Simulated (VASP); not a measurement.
# Si4Ge (I4/mmm) in VASP: single point with PBE

Aim: the single point of Si4Ge with PBE.

All numbers are computed with VASP 6.6.1; they aren't measurements. Logs are shortened: lines on timing, memory, paths and dates and some standing lists are left out, and cuts for length are marked.

## Step 1: The cell of the first run

Symmetry: I4/mmm, No. 139, tetragonal system. Conventional cell: a = 4.342 Å, b = 4.342 Å, c = 10.186 Å, α = 90.00°, β = 90.00°, γ = 90.00°. Within 3.2 Å of Si (site symmetry 2mm) lie 6 Si at 2.40 to 3.07 Å and 2 Ge at 2.55 Å. Within 3.4 Å of Ge (site symmetry 4/mmm) lie 8 Si at 2.55 Å.

The cell was generated, and may not be a known phase.

## Step 2: Single point, PBE

The input, INCAR:

```
SYSTEM = Si4Ge
ALGO     = Normal         ! electronic algorithm
EDIFF    = 1E-6           ! SCF threshold, eV
ENCUT    = 500            ! plane-wave cutoff, eV
GGA      = PE             ! functional
GGA_COMPAT= .False.      
ISIF     = 2              ! what is computed and relaxed
ISMEAR   = 0              ! smearing method
LASPH    = .True.         ! aspherical terms in the spheres
LCHARG   = .True.         ! write CHGCAR
LELF     = .True.         ! ELF
LREAL    = .False.        ! projectors in reciprocal space
LVHAR    = .True.       
LWAVE    = .False.        ! write WAVECAR
NBANDS   = 23             ! bands
NELM     = 120            ! most SCF steps
PREC     = Accurate       ! precision mode
SIGMA    = 0.2            ! smearing width, eV
```

The input, KPOINTS:

```
k-points
0
Gamma
  5 5 5
  0 0 0
```

The input, POSCAR:

```
Si4Ge
1.0
   -2.1708898928      2.1708898928      5.0928297898
    2.1708898928     -2.1708898928      5.0928297898
    2.1708898928      2.1708898928     -5.0928297898
Si Ge
4 1
Direct
    0.1322136866      0.6322136866      0.5000000000
    0.6322136866      0.1322136866      0.5000000000
    0.8677863134      0.3677863134      0.5000000000
    0.3677863134      0.8677863134      0.5000000000
    0.0000000000      0.0000000000      0.0000000000
```

Potentials or basis: VASP PAW PBE potentials, release 64 (Si, Ge_d).

The run is started by

```bash
cat potpaw_PBE.64/Si/POTCAR potpaw_PBE.64/Ge_d/POTCAR > POTCAR
mpirun -np 1 vasp_std > vasp.out
```

OUTCAR:

```text
SYSTEM = Si4Ge
   EDIFF = 1E-6
   ENCUT = 500
   GGA = PE
   ISIF = 2
   ISMEAR = 0
   LASPH = .True.
   LREAL = .False.
   NELM = 120
   PREC = Accurate

 ion  position               nearest neighbor table
   1  0.132  0.632  0.500-   4 2.40   5 2.55   5 2.55   3 2.69   2 3.07   2 3.07   2 3.07   2 3.07

   2  0.632  0.132  0.500-   3 2.40   5 2.55   5 2.55   4 2.69   1 3.07   1 3.07   1 3.07   1 3.07

   3  0.868  0.368  0.500-   2 2.40   5 2.55   5 2.55   1 2.69   4 3.07   4 3.07   4 3.07   4 3.07

   4  0.368  0.868  0.500-   1 2.40   5 2.55   5 2.55   2 2.69   3 3.07   3 3.07   3 3.07   3 3.07

   5  0.000  0.000  0.000-   2 2.55   1 2.55   3 2.55   4 2.55   1 2.55   2 2.55   3 2.55   4 2.55

  LATTYP: Found a body centered tetragonal cell.
 ALAT       =     4.3417797856
 C/A-ratio  =     2.3459641167

  Lattice vectors:

 A1 = (  -2.1708898928,   2.1708898928,   5.0928297898)
 A2 = (   2.1708898928,  -2.1708898928,   5.0928297898)
 A3 = (   2.1708898928,   2.1708898928,  -5.0928297898)

Analysis of symmetry for initial positions (statically):
=====================================================================
 Subroutine PRICEL returns:
 Original cell was already a primitive cell.

 Routine SETGRP: Setting up the symmetry group for a
 body centered tetragonal supercell.

 Subroutine GETGRP returns: Found 16 space group operations
 (whereof 16 operations were pure point group operations)
 out of a pool of 16 trial point group operations.

The static configuration has the point symmetry D_4h.

Analysis of symmetry for dynamics (positions and initial velocities):
=====================================================================
 Subroutine PRICEL returns:
 Original cell was already a primitive cell.

 Routine SETGRP: Setting up the symmetry group for a
 body centered tetragonal supercell.

 Subroutine GETGRP returns: Found 16 space group operations
 (whereof 16 operations were pure point group operations)
 out of a pool of 16 trial point group operations.

The dynamic configuration has the point symmetry D_4h.

 Subroutine INISYM returns: Found 16 space group operations
 (whereof 16 operations are pure point group operations),
 and found     1 'primitive' translations

----------------------------------------------------------------------------------------

                                     Primitive cell

  volume of cell :      96.0052

  direct lattice vectors                    reciprocal lattice vectors
    -2.170889893  2.170889893  5.092829790     0.000000000  0.230320295  0.098177245
     2.170889893 -2.170889893  5.092829790     0.230320295  0.000000000  0.098177245
     2.170889893  2.170889893 -5.092829790     0.230320295  0.230320295  0.000000000

  length of vectors
     5.946632755  5.946632755  5.946632755     0.250372142  0.250372142  0.325722085

  position of ions in fractional coordinates (direct lattice)
     0.132213687  0.632213687  0.500000000
     0.632213687  0.132213687  0.500000000
     0.867786313  0.367786313  0.500000000
     0.367786313  0.867786313  0.500000000
     0.000000000  0.000000000  0.000000000

  ion indices of the primitive-cell ions
   primitive index   ion index
                 1           1
                 2           2
                 3           3
                 4           4
                 5           5

----------------------------------------------------------------------------------------

 KPOINTS: k-points

Automatic generation of k-mesh.
 Grid dimensions read from file:
 generate k-points for:    5    5    5

 Generating k-lattice:

  Cartesian coordinates                     Fractional coordinates (reciprocal lattice)
     0.000000000  0.046064059  0.019635449     0.200000000  0.000000000  0.000000000
     0.046064059  0.000000000  0.019635449     0.000000000  0.200000000  0.000000000
     0.046064059  0.046064059  0.000000000     0.000000000  0.000000000  0.200000000

  Length of vectors
     0.050074428  0.050074428  0.065144417

  Shift w.r.t. Gamma in fractional coordinates (k-lattice)
     0.000000000  0.000000000  0.000000000

 Subroutine IBZKPT returns following result:
 ===========================================

 Found     18 irreducible k-points:

 Following reciprocal coordinates:
            Coordinates               Weight
  0.000000  0.000000  0.000000      1.000000
  0.200000 -0.000000  0.000000      8.000000
  0.400000  0.000000  0.000000      8.000000
  0.200000  0.200000  0.000000      8.000000
  0.400000  0.200000  0.000000     16.000000
 -0.400000  0.200000 -0.000000     16.000000
[... 10 lines left out ...]
 -0.400000  0.400000  0.400000      4.000000
 -0.400000 -0.400000  0.400000      2.000000
   k-points           NKPTS =     18   k-points in BZ     NKDIM =     18   number of bands    NBANDS=     23
   number of dos      NEDOS =    301   number of ions     NIONS =      5
   total plane-waves  NPLWV = 110592
   dimension x,y,z NGX =    48 NGY =   48 NGZ =   48
   dimension x,y,z NGXF=    96 NGYF=   96 NGZF=   96
   ions per type =               4   1
   NGX,Y,Z   is equivalent  to a cutoff of  13.42, 13.42, 13.42 a.u.
   NGXF,Y,Z  is equivalent  to a cutoff of  26.84, 26.84, 26.84 a.u.
 SYSTEM =  Si4Ge
   PREC   = accura    normal or accurate (medium, high low for compatibility)
   ISTART =      0    job   : 0-new  1-cont  2-samecut
   ICHARG =      2    charge: 1-file 2-atom 10-const
   ISPIN  =      1    spin polarized calculation?
   LNONCOLLINEAR =      F non collinear calculations
   LSORBIT =      F    spin-orbit coupling
   LASPH  =      T    aspherical Exc in radial PAW
   ENCUT  =  500.0 eV  36.75 Ry    6.06 a.u.  10.84 10.84 10.84*2*pi/ulx,y,z
   NELM   =    120;   NELMIN=  2; NELMDL= -5     # of ELM steps
   EDIFF  = 0.1E-05   stopping-criterion for ELM
   LREAL  =      F    real-space projection
   EDIFFG = 0.1E-04   stopping-criterion for IOM
   NSW    =      0    number of steps for IOM
   IBRION =     -1    ionic relax: 0-MD 1-quasi-New 2-CG
   NFREE  =      0    steps in history (QN), initial steepest desc. (CG)
   ISIF   =      2    stress and relaxation
   ISYM   =      2    0-nonsym 1-usesym 2-fastsym
   POTIM  = 0.5000    time-step for ionic-motion
   TEBEG  =    0.0;   TEEND  =   0.0 temperature during run
   PSTRESS=    0.0 pullay stress
   NELECT =      30.0000    total number of electrons
   NUPDOWN=      -1.0000    fix difference up-down
   EMIN   =  10.00;   EMAX   =-10.00  energy-range for DOS
   EFERMI =   0.00;   METHOD = LEGACY
   ISMEAR =     0;   SIGMA  =   0.20  broadening in eV -4-tet -1-fermi 0-gaus
   EFERMI_NEDOS =   21; number of points for ismear=-14 and -15
   IALGO  =     38    algorithm
   IMIX   =      4    mixing-type and parameters
     AMIX     =   0.40;   BMIX     =  1.00
     AMIX_MAG =   1.60;   BMIX_MAG =  1.00
  volume/ion in A,a.u.               =      19.20       129.58
  Fermi-wavevector in a.u.,A,eV,Ry     =   1.110922  2.099339 16.791606  1.234148
  Thomas-Fermi vector in A             =   2.247479
   LORBIT       =      0    0 simple, 1 ext, 2 COOP (PROOUT), +10 PAW based schemes
   GGA     = PE    functional components
   LHFCALC =     F    Hartree Fock is set to
   AEXX    =    0.0000 exact exchange contribution
   IVDW    =     0    specifies the selected vdW correction
   LEPSILON=     F    determine dielectric tensor
   LRPA    =     F    only Hartree local field effects (RPA)
 non-spin polarized calculation
 Gauss-broadening in eV      SIGMA  =   0.20
  energy-cutoff  :      500.00
  volume of cell :       96.01
 maximum number of plane-waves:      2463
 NGX is ok and might be reduce to    48
   NGX = 21   NGY = 21   NGZ = 21

 number of electron      29.9999994 magnetization

 Free energy of the ion-electron system (eV)
  ---------------------------------------------------
  ext. energy  EPLUGINS =         0.00000000
  ---------------------------------------------------
  free energy    TOTEN  =       -22.54693772 eV

  energy without entropy =      -22.49795806  energy(sigma->0) =      -22.52244789

 E-fermi :   6.4678     XC(G=0): -10.0640

 val. band max:        6.3735453401   @ k =  -0.4000  -0.4000   0.2000
 cond. band min:       6.4755330640   @ k =   0.2000   0.2000   0.0000
 fundamental gap:      0.1019877240
 Fermi energy:         6.4677678493

 k-point     1 :       0.0000    0.0000    0.0000
  band No.  band energies     occupation
      1     -18.2867      2.00000
      2     -18.2608      2.00000
      3     -18.2608      2.00000
      4     -18.2454      2.00000
      5     -18.2330      2.00000
      6      -6.5229      2.00000
[... 15 lines left out ...]
     22      12.0903      0.00000
     23      12.3480      0.00000

 k-point     2 :       0.2000   -0.0000    0.0000
  band No.  band energies     occupation
      1     -18.2853      2.00000
      2     -18.2614      2.00000
      3     -18.2607      2.00000
      4     -18.2457      2.00000
      5     -18.2325      2.00000
      6      -6.2168      2.00000
[... 15 lines left out ...]
     22      11.8008      0.00000
     23      12.8053      0.00000

 k-point     3 :       0.4000    0.0000    0.0000
  band No.  band energies     occupation
      1     -18.2830      2.00000
      2     -18.2624      2.00000
      3     -18.2606      2.00000
      4     -18.2462      2.00000
      5     -18.2317      2.00000
      6      -5.4287      2.00000
[... 15 lines left out ...]
     22      11.8098      0.00000
     23      12.4037      0.00000
[... 339 lines left out ...]
 k-point    17 :      -0.4000    0.4000    0.4000
  band No.  band energies     occupation
      1     -18.2853      2.00000
      2     -18.2613      2.00000
      3     -18.2606      2.00000
      4     -18.2457      2.00000
      5     -18.2325      2.00000
      6      -5.6477      2.00000
[... 15 lines left out ...]
     22      10.0424      0.00000
     23      10.4116      0.00000

 k-point    18 :      -0.4000   -0.4000    0.4000
  band No.  band energies     occupation
      1     -18.2868      2.00000
      2     -18.2607      2.00000
      3     -18.2607      2.00000
      4     -18.2454      2.00000
      5     -18.2329      2.00000
      6      -5.9812      2.00000
[... 15 lines left out ...]
     22      10.0495      0.00000
     23      11.1330      0.00000

------------------------ aborting loop because EDIFF is reached ----------------------------------------

  FORCE on cell =-STRESS in cart. coord.  units (eV):
  Direction    XX          YY          ZZ          XY          YZ          ZX
  --------------------------------------------------------------------------------------
  -------------------------------------------------------------------------------------
  Total        0.1348169      0.1348169      0.0410729      0.0000000      0.0000000      0.0000000
  in kB        2.2498849      2.2498849      0.6854423      0.0000000      0.0000000      0.0000000
  external PRESSURE =       1.7284040 kB  Pullay stress =       0.0000000 kB

 VOLUME and BASIS-vectors are now :
 -----------------------------------------------------------------------------
  energy-cutoff  :      500.00
  volume of cell :       96.01
      direct lattice vectors                 reciprocal lattice vectors
    -2.170889893  2.170889893  5.092829790     0.000000000  0.230320295  0.098177245
     2.170889893 -2.170889893  5.092829790     0.230320295  0.000000000  0.098177245
     2.170889893  2.170889893 -5.092829790     0.230320295  0.230320295  0.000000000

 POSITION                                       TOTAL-FORCE (eV/Angst)
 -----------------------------------------------------------------------------------
      2.17089      0.00000      1.34668         0.000000     -0.000000      0.050757
      0.00000      2.17089      1.34668        -0.000000      0.000000      0.050757
      0.00000      2.17089      3.74615        -0.000000      0.000000     -0.050757
      2.17089      0.00000      3.74615         0.000000     -0.000000     -0.050757
      0.00000      0.00000      0.00000         0.000000      0.000000      0.000000
 -----------------------------------------------------------------------------------
    total drift:                                0.000000     -0.000000      0.000000

  FREE ENERGIE OF THE ION-ELECTRON SYSTEM (eV)
  ---------------------------------------------------
  free  energy   TOTEN  =       -22.5469377163 eV

  energy  without entropy=      -22.4979580623  energy(sigma->0) =      -22.52244789
```

Wall time 81 s (1 thread of Intel Xeon 8259CL, shared host); peak memory 0.29 GiB.

Results:

```
Free energy            : -22.5469 eV
Pressure               : 0.2 GPa
Largest force          : 0.051 eV/Å
Band gap on the k mesh : zero (bands 15 and 16 overlap by 1.34 eV)
```

Forces on the atoms (eV/Å):
```
Si   0.000  0.000  0.051
Si   0.000  0.000  0.051
Si   0.000  0.000 -0.051
Si   0.000  0.000 -0.051
Ge   0.000  0.000  0.000
```

Levels at points of the mesh, in eV from the Fermi level:
```csv
k point,band 12,band 13,band 14,band 15,band 16,band 17,band 18,band 19
"(0.00, 0.00, 0.00)",-4.22,-2.27,-2.27,-1.60,1.07,2.17,2.17,3.84
```

The gap in the log of VASP goes by the Fermi energy; the results here count the filled bands.